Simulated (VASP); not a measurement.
Al: single point with PBE

The system is Al.

```
Al
1.0
     6.67317    0.00000    0.00000
    -3.33658    5.77913    0.00000
     0.00000    0.00000    6.04477
Al
12
Direct
  0.36673 0.29689 0.64941
  0.70311 0.06984 0.31607
  0.93016 0.63327 0.98274
  0.63327 0.70311 0.14941
  0.29689 0.93016 0.81607
  0.06984 0.36673 0.48274
  0.06984 0.70311 0.35059
  0.29689 0.36673 0.01726
  0.63327 0.93016 0.68393
  0.93016 0.29689 0.85059
  0.70311 0.63327 0.51726
  0.36673 0.06984 0.18393
```

```
Program             : VASP 6.6.1
Task                : single point
Functional          : PBE
Potentials or basis : VASP PAW PBE potentials, release 64 (Al)
Cutoff              : 520 eV
k mesh              : 3 × 3 × 4
Occupations         : gaussian, width 0.1 eV
Spin                : no spin polarisation
```

```yaml
Pressure: 16.5 GPa
Largest_force: 1.908 eV/Å
Band_gap_on_the_k_mesh: zero (band 18 reaches 6.67 eV, above the bottom of band 19 at 5.23 eV)
```

Forces on the atoms (eV/Å):
```
Al   0.317 -0.976 -1.608
Al   0.686  0.763 -1.608
Al  -1.004  0.213 -1.608
Al  -0.317  0.976 -1.608
Al  -0.686 -0.763 -1.608
Al   1.004 -0.213 -1.608
Al   0.317  0.976  1.608
Al  -1.004 -0.213  1.608
Al   0.686 -0.763  1.608
Al  -0.317 -0.976  1.608
Al   1.004  0.213  1.608
Al  -0.686  0.763  1.608
```

Stress tensor (GPa, compression positive):
```
13.46  0.00  0.00
 0.00 13.46  0.00
 0.00  0.00 22.57
```

Levels at points of the mesh, in eV from the Fermi level:
```csv
k point,band 15,band 16,band 17,band 18,band 19,band 20,band 21,band 22
"(0.00, 0.00, 0.00)",-2.03,-1.99,-1.78,-0.58,-0.58,0.07,0.07,1.96
"(0.00, 0.00, 0.50)",-0.85,-0.85,0.86,0.86,1.54,1.54,1.90,1.90
```

It took 42 s on 1 thread of Intel(R) Xeon(R) 6975P-C (Granite Rapids), with other jobs on the host, peak memory 0.31 GiB.

Caveat: the k points lie up to 0.36 Å⁻¹ apart; forces of over 1 eV/Å act on the atoms, so gaps and moduli don't describe the material at rest.
